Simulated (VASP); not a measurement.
# Ca5SiN2 (Cmmm) in VASP: relaxation of cell and atoms with PBE

Aim: the relaxation of cell and atoms of Ca5SiN2 with PBE.

Everything below comes from runs of VASP 6.6.1. Logs are shortened: lines on timing, memory, paths and dates and some standing lists are left out, and cuts for length are marked.

### Step 1. The cell of the first run

Symmetry: Cmmm, No. 65, orthorhombic system. Conventional cell: a = 4.750 Å, b = 13.400 Å, c = 4.700 Å, α = 90.00°, β = 90.00°, γ = 90.00°. Ca (site symmetry mmm) has 2 N at 2.21 Å within 2.9 Å. Ca (site symmetry m2m) has 3 N at 2.28 to 2.38 Å within 3.0 Å. Ca (site symmetry m2m) has 2 N at 2.35 Å within 3.1 Å. Within 4.2 Å of Si (site symmetry mmm) lie 12 Ca at 3.23 to 3.34 Å and 8 N at 4.01 Å. Within 2.9 Å of N (site symmetry m2m) lie 6 Ca at 2.21 to 2.38 Å.

### Step 2. Relaxation of cell and atoms, PBE (built by hand: sheared layered antiperovskite (Cmmm, No. 65))

File INCAR:

```
PREC = Accurate ; ENCUT = 1330
EDIFF = 1E-7 ; ISMEAR = 0
SIGMA = 0.15 ; LREAL = False
LASPH = True ; NELM = 120
ALGO = Normal ; ISIF = 3
LWAVE = False ; LCHARG = False
GGA = PE ; IBRION = 2
NSW = 36 ; EDIFFG = -0.08
GGA_COMPAT = False ; NELMIN = 4
```

File KPOINTS:

```
Automatic mesh
0
Gamma
  3 3 3
```

File POSCAR:

```
Ca5SiN2
1.0
    2.3750000000     -6.7000000000      0.0000000000
    2.3750000000      6.7000000000      0.0000000000
    0.0000000000      0.0000000000      4.7000000000
Ca Si N
5 1 2
Direct
    0.0000000000      0.0000000000      0.0000000000
    0.3350000000      0.6650000000      0.0000000000
    0.6650000000      0.3350000000      0.0000000000
    0.1650000000      0.8350000000      0.5000000000
    0.8350000000      0.1650000000      0.5000000000
    0.5000000000      0.5000000000      0.5000000000
    0.8350000000      0.1650000000      0.0000000000
    0.1650000000      0.8350000000      0.0000000000
```

Potentials or basis: VASP PAW PBE potentials, release 64 (Ca_sv, Si, N_h).

On the command line:

```sh
$ cat potpaw_PBE.64/Ca_sv/POTCAR potpaw_PBE.64/Si/POTCAR potpaw_PBE.64/N_h/POTCAR > POTCAR
$ mpirun -np 1 vasp_std > vasp.out
```

OUTCAR:

```text
PREC = Accurate
   ENCUT = 1330
   EDIFF = 1E-7
   ISMEAR = 0
   LREAL = False
   LASPH = True
   NELM = 120
   ISIF = 3
   GGA = PE
   IBRION = 2
   NSW = 36
   EDIFFG = -0.08
   NELMIN = 4

 ion  position               nearest neighbor table
   1  0.000  0.000  0.000-   7 2.21   8 2.21
   2  0.335  0.665  0.000-   8 2.28
   3  0.665  0.335  0.000-   7 2.28
   4  0.165  0.835  0.500-
   5  0.835  0.165  0.500-
   6  0.500  0.500  0.500-
   7  0.835  0.165  0.000-   1 2.21   3 2.28
   8  0.165  0.835  0.000-   1 2.21   2 2.28

  LATTYP: Found a base centered orthorhombic cell.
 ALAT       =     4.7500000000
 B/A-ratio  =     2.8210526316
 C/A-ratio  =     0.9894736842

  Lattice vectors:

 A1 = (   2.3750000000,  -6.7000000000,   0.0000000000)
 A2 = (   2.3750000000,   6.7000000000,   0.0000000000)
 A3 = (   0.0000000000,   0.0000000000,   4.7000000000)

Analysis of symmetry for initial positions (statically):
=====================================================================
 Subroutine PRICEL returns:
 Original cell was already a primitive cell.

 Routine SETGRP: Setting up the symmetry group for a
 base centered orthorhombic supercell.

 Subroutine GETGRP returns: Found  8 space group operations
 (whereof  8 operations were pure point group operations)
 out of a pool of  8 trial point group operations.

The static configuration has the point symmetry D_2h.

Analysis of symmetry for dynamics (positions and initial velocities):
=====================================================================
 Subroutine PRICEL returns:
 Original cell was already a primitive cell.

 Routine SETGRP: Setting up the symmetry group for a
 base centered orthorhombic supercell.

 Subroutine GETGRP returns: Found  8 space group operations
 (whereof  8 operations were pure point group operations)
 out of a pool of  8 trial point group operations.

The dynamic configuration has the point symmetry D_2h.

 Subroutine INISYM returns: Found  8 space group operations
 (whereof  8 operations are pure point group operations),
 and found     1 'primitive' translations

----------------------------------------------------------------------------------------

                                     Primitive cell

  volume of cell :     149.5775

  direct lattice vectors                    reciprocal lattice vectors
     2.375000000 -6.700000000  0.000000000     0.210526316 -0.074626866  0.000000000
     2.375000000  6.700000000  0.000000000     0.210526316  0.074626866  0.000000000
     0.000000000  0.000000000  4.700000000     0.000000000  0.000000000  0.212765957

  length of vectors
     7.108489643  7.108489643  4.700000000     0.223361811  0.223361811  0.212765957

  position of ions in fractional coordinates (direct lattice)
     0.000000000  0.000000000  0.000000000
     0.335000000  0.665000000  0.000000000
     0.665000000  0.335000000  0.000000000
     0.165000000  0.835000000  0.500000000
     0.835000000  0.165000000  0.500000000
     0.500000000  0.500000000  0.500000000
     0.835000000  0.165000000  0.000000000
     0.165000000  0.835000000  0.000000000

  ion indices of the primitive-cell ions
   primitive index   ion index
                 1           1
                 2           2
                 3           3
                 4           4
                 5           5
                 6           6
                 7           7
                 8           8

----------------------------------------------------------------------------------------

 KPOINTS: Automatic mesh

Automatic generation of k-mesh.
 Grid dimensions read from file:
 generate k-points for:    3    3    3

 Generating k-lattice:

  Cartesian coordinates                     Fractional coordinates (reciprocal lattice)
     0.070175439 -0.024875622  0.000000000     0.333333333  0.000000000  0.000000000
     0.070175439  0.024875622  0.000000000     0.000000000  0.333333333  0.000000000
     0.000000000  0.000000000  0.070921986     0.000000000  0.000000000  0.333333333

  Length of vectors
     0.074453937  0.074453937  0.070921986

  Shift w.r.t. Gamma in fractional coordinates (k-lattice)
     0.000000000  0.000000000  0.000000000

 Subroutine IBZKPT returns following result:
 ===========================================

 Found      8 irreducible k-points:

 Following reciprocal coordinates:
            Coordinates               Weight
  0.000000  0.000000  0.000000      1.000000
  0.333333 -0.000000  0.000000      4.000000
  0.333333  0.333333  0.000000      2.000000
 -0.333333  0.333333  0.000000      2.000000
  0.000000  0.000000  0.333333      2.000000
  0.333333 -0.000000  0.333333      8.000000
  0.333333  0.333333  0.333333      4.000000
 -0.333333  0.333333  0.333333      4.000000
   k-points           NKPTS =      8   k-points in BZ     NKDIM =      8   number of bands    NBANDS=     38
   number of dos      NEDOS =    301   number of ions     NIONS =      8
   total plane-waves  NPLWV = 453600
   dimension x,y,z NGX =    90 NGY =   90 NGZ =   56
   dimension x,y,z NGXF=   180 NGYF=  180 NGZF=  112
   ions per type =               5   1   2
   NGX,Y,Z   is equivalent  to a cutoff of  21.05, 21.05, 19.81 a.u.
   NGXF,Y,Z  is equivalent  to a cutoff of  42.10, 42.10, 39.62 a.u.
 SYSTEM =  unknown system
   PREC   = accura    normal or accurate (medium, high low for compatibility)
   ISTART =      0    job   : 0-new  1-cont  2-samecut
   ICHARG =      2    charge: 1-file 2-atom 10-const
   ISPIN  =      1    spin polarized calculation?
   LNONCOLLINEAR =      F non collinear calculations
   LSORBIT =      F    spin-orbit coupling
   LASPH  =      T    aspherical Exc in radial PAW
   ENCUT  = 1330.0 eV  97.75 Ry    9.89 a.u.  21.14 21.14 13.98*2*pi/ulx,y,z
   NELM   =    120;   NELMIN=  4; NELMDL= -5     # of ELM steps
   EDIFF  = 0.1E-06   stopping-criterion for ELM
   LREAL  =      F    real-space projection
   EDIFFG = -.8E-01   stopping-criterion for IOM
   NSW    =     36    number of steps for IOM
   IBRION =      2    ionic relax: 0-MD 1-quasi-New 2-CG
   NFREE  =      1    steps in history (QN), initial steepest desc. (CG)
   ISIF   =      3    stress and relaxation
   ISYM   =      2    0-nonsym 1-usesym 2-fastsym
   POTIM  = 0.5000    time-step for ionic-motion
   TEBEG  =    0.0;   TEEND  =   0.0 temperature during run
   PSTRESS=    0.0 pullay stress
   NELECT =      64.0000    total number of electrons
   NUPDOWN=      -1.0000    fix difference up-down
   EMIN   =  10.00;   EMAX   =-10.00  energy-range for DOS
   EFERMI =   0.00;   METHOD = LEGACY
   ISMEAR =     0;   SIGMA  =   0.15  broadening in eV -4-tet -1-fermi 0-gaus
   EFERMI_NEDOS =   21; number of points for ismear=-14 and -15
   IALGO  =     38    algorithm
   IMIX   =      4    mixing-type and parameters
     AMIX     =   0.40;   BMIX     =  1.00
     AMIX_MAG =   1.60;   BMIX_MAG =  1.00
  volume/ion in A,a.u.               =      18.70       126.17
  Fermi-wavevector in a.u.,A,eV,Ry     =   1.233614  2.331193 20.705404  1.521804
  Thomas-Fermi vector in A             =   2.368338
   LORBIT       =      0    0 simple, 1 ext, 2 COOP (PROOUT), +10 PAW based schemes
   GGA     = PE    functional components
   LHFCALC =     F    Hartree Fock is set to
   AEXX    =    0.0000 exact exchange contribution
   IVDW    =     0    specifies the selected vdW correction
   LEPSILON=     F    determine dielectric tensor
   LRPA    =     F    only Hartree local field effects (RPA)
 conjugate gradient relaxation of ions
 non-spin polarized calculation
 Gauss-broadening in eV      SIGMA  =   0.15
  energy-cutoff  :     1330.00
  volume of cell :      149.58
 maximum number of plane-waves:     16488
 NGX is ok and might be reduce to    90
   NGX = 43   NGY = 43   NGZ = 27

--------------------------------------- Ionic step        1  -------------------------------------------

 number of electron      64.0000001 magnetization

 Free energy of the ion-electron system (eV)
  ---------------------------------------------------
  ext. energy  EPLUGINS =         0.00000000
  ---------------------------------------------------
  free energy    TOTEN  =       -35.63203228 eV

  energy without entropy =      -35.60977265  energy(sigma->0) =      -35.62090246

------------------------ aborting loop because EDIFF is reached ----------------------------------------

  FORCE on cell =-STRESS in cart. coord.  units (eV):
  Direction    XX          YY          ZZ          XY          YZ          ZX
  --------------------------------------------------------------------------------------
  -------------------------------------------------------------------------------------
  Total       10.3354709     13.8661171      8.7105501     -0.0000000      0.0000000      0.0000000
  in kB      110.7068723    148.5248686     93.3017731     -0.0000000      0.0000000      0.0000000
  external PRESSURE =     117.5111713 kB  Pullay stress =       0.0000000 kB
[... 107 lines left out ...]
  FREE ENERGIE OF THE ION-ELECTRON SYSTEM (eV)
  ---------------------------------------------------
  free  energy   TOTEN  =       -36.6492822838 eV

  energy  without entropy=      -36.6290260476  energy(sigma->0) =      -36.63915417

[... ionic steps 4 to 7 ...]

--------------------------------------- Ionic step        8  -------------------------------------------

 number of electron      64.0000001 magnetization

------------------------ aborting loop because EDIFF is reached ----------------------------------------

  FORCE on cell =-STRESS in cart. coord.  units (eV):
  Direction    XX          YY          ZZ          XY          YZ          ZX
  --------------------------------------------------------------------------------------
  -------------------------------------------------------------------------------------
  Total        0.3922480      0.5013892     -0.1327113      0.0000000      0.0000000      0.0000000
  in kB        3.6072077      4.6108964     -1.2204451      0.0000000      0.0000000      0.0000000
  external PRESSURE =       2.3325530 kB  Pullay stress =       0.0000000 kB
[... 69 lines left out ...]
  energy  without entropy=      -36.9847384295  energy(sigma->0) =      -36.99357291

--------------------------------------- Ionic step       10  -------------------------------------------

 number of electron      64.0000001 magnetization

 Free energy of the ion-electron system (eV)
  ---------------------------------------------------
  ext. energy  EPLUGINS =         0.00000000
  ---------------------------------------------------
  free energy    TOTEN  =       -37.00358911 eV

  energy without entropy =      -36.98455587  energy(sigma->0) =      -36.99407249

 E-fermi :   3.5350     XC(G=0):  -9.2205

 val. band max:        3.4723829674   @ k =   0.0000   0.0000   0.0000
 cond. band min:       3.5861703176   @ k =  -0.3333   0.3333   0.0000
 fundamental gap:      0.1137873502
 Fermi energy:         3.5349545300

 k-point     1 :       0.0000    0.0000    0.0000
  band No.  band energies     occupation
      1     -37.1639      2.00000
      2     -37.1538      2.00000
      3     -36.8059      2.00000
      4     -36.4221      2.00000
      5     -36.3940      2.00000
      6     -18.3752      2.00000
[... 352 lines left out ...]
  FREE ENERGIE OF THE ION-ELECTRON SYSTEM (eV)
  ---------------------------------------------------
  free  energy   TOTEN  =       -37.0035891073 eV

  energy  without entropy=      -36.9845558693  energy(sigma->0) =      -36.99407249

 reached required accuracy - stopping structural energy minimisation
```

Run time: 35 min. Hardware: 1 thread of Intel Xeon Platinum 8488C (Sapphire Rapids), shared host; peak memory 1 GiB.

Results:

```
Free energy                           : -37.0036 eV
Relaxed volume                        : 22.07 Å³/atom
Relaxed cell                          : a = 7.745 Å, b = 7.745 Å, c = 4.891 Å, α = 90.00°, β = 90.00°, γ = 143.00°
Space group after relaxing (to 0.1 Å) : Cmmm (No. 65)
Energy gained by relaxing             : 171.4 meV/atom
Ionic steps                           : 10
Pressure after relaxing               : -0.4 GPa
Largest force after relaxing          : 0.054 eV/Å
Band gap on the k mesh                : zero (bands 32 and 33 overlap by 0.11 eV)
```

Forces in eV/Å, atoms in the order of the input:
```
Ca   0.000  0.000  0.000
Ca   0.000  0.033  0.000
Ca   0.000 -0.033  0.000
Ca   0.000  0.009  0.000
Ca   0.000 -0.009  0.000
Si   0.000  0.000  0.000
N    0.000  0.054  0.000
N    0.000 -0.054  0.000
```

Stress tensor (GPa, compression positive):
```
-0.51  0.00  0.00
 0.00 -0.42  0.00
 0.00  0.00 -0.25
```

Step by step:
```csv
step,energy change (eV),largest force (eV/Å),pressure (GPa),volume (Å³)
1,0.0000,1.5414,11.75,149.58
2,-0.9754,0.9646,-2.55,181.23
3,-1.0173,1.0681,-0.69,174.95
4,-1.1264,0.8334,-0.45,174.25
5,-1.2626,0.2143,0.36,172.23
6,-1.3272,0.2562,0.00,173.57
7,-1.3467,0.2978,-0.17,174.73
8,-1.3685,0.1041,0.23,174.22
9,-1.3704,0.0482,0.40,174.02
10,-1.3716,0.0535,-0.39,176.55
```

Final structure:
```xyz
8
Lattice="2.4573 -7.3452 0.0000 2.4573 7.3452 0.0000 0.0000 0.0000 4.8906" Properties=species:S:1:pos:R:3 pbc="T T T"
Ca    0.0000    0.0000    0.0000
Ca    2.4573    2.4912    0.0000
Ca    2.4573   -2.4912    0.0000
Ca    2.4573    5.3143    2.4453
Ca    2.4573   -5.3143    2.4453
Si    2.4573    0.0000    2.4453
N     2.4573   -4.9333    0.0000
N     2.4573    4.9333    0.0000
```

Caveat: the k points lie up to 0.45 Å⁻¹ apart in the final cell; the cell differs from its parent crystal (built by hand: sheared layered antiperovskite (Cmmm, No. 65)); the volume moved by over 15 % at a fixed basis, so the end points are rough; semilocal functionals underestimate gaps, and a narrow one can read as zero; the relaxation stopped at a loose force limit of 0.08 eV/Å, so its end isn't a converged minimum.

The gap in the log of VASP goes by the Fermi energy; the results here count the filled bands.